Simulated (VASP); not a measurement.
The system is As.

```
As
1.0
     1.87975    1.08527    3.48577
    -1.87975    1.08527    3.48577
     0.00000   -2.17055    3.48577
As
2
Direct
  0.22754 0.22754 0.22754
  0.77246 0.77246 0.77246
```

Program: VASP 6.6.1. Alike in all runs: task single point; cell as given.

Order these runs on this cell by their pressure, lowest first.
A. level PBE; potentials or basis VASP PAW PBE potentials, release 64 (As); spin off; k mesh 6 × 6 × 6; cutoff (eV) 500; smearing fermi-dirac 0.23 eV
B. level PBE; potentials or basis VASP PAW PBE potentials, release 64 (As); spin off; k mesh 2 × 2 × 1; cutoff (eV) 500; smearing methfessel-paxton 0.42 eV
C. level BLYP; potentials or basis VASP PAW PBE potentials, release 64 (As); spin off; k mesh 6 × 6 × 6; cutoff (eV) 520; smearing gaussian 0.1 eV
D. level LDA; potentials or basis VASP PAW LDA potentials, release 64 (As); spin off; k mesh 6 × 6 × 6; cutoff (eV) 500; smearing gaussian 0.1 eV
E. level PBE; potentials or basis VASP PAW PBE potentials, release 64 (As); spin collinear; k mesh 2 × 2 × 2; cutoff (eV) 520; smearing gaussian 0.1 eV

D (-1.2 GPa), A (3.7 GPa), C (9.4 GPa), E (15.2 GPa), B (25.9 GPa).

Caveats: some runs use coarse meshes; the moment fell far below its start of 4 μB, so a state of higher moment may lie lower in energy (some runs); the PAW data sets were made with another functional, which shifts forces and pressure a little (some runs).
